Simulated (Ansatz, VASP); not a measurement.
One calculation of Ga, two programs

```
Ga
1.0
    -1.29622    1.29622    1.29622
     1.29622   -1.29622    1.29622
     1.29622    1.29622   -1.29622
Ga
1
Direct
  0.00000 0.00000 0.00000
```

Change from the starting cell: volume scaled by 0.501, to set the pressure.

Alike in both runs: task single point; functional LDA; k mesh 20 × 20 × 20; occupations fermi-dirac, width 0.1 eV; no spin polarisation.

|  | VASP | Ansatz |
| --- | --- | --- |
| version | VASP 6.6.1 | Ansatz 0.2.0 |
| potentials or method | VASP PAW LDA potentials, release 64 (Ga_d) | PAW with Ansatz's default frozen-core files, scalar-relativistic |
| plane-wave cutoff (eV) | 500 | 420 |
| valence electrons in the cell | 13 | 13 |

```csv
,VASP,Ansatz,Ansatz less VASP
pressure (GPa),233.5,229.7,-3.76
```

LDA's correlation is that of Perdew and Zunger in VASP and of Perdew and Wang (1992) in Ansatz. Both programs put the cell under a high pressure, so it lies far from rest at this level.

Noted on VASP's run: the cell as given lies far from equilibrium.
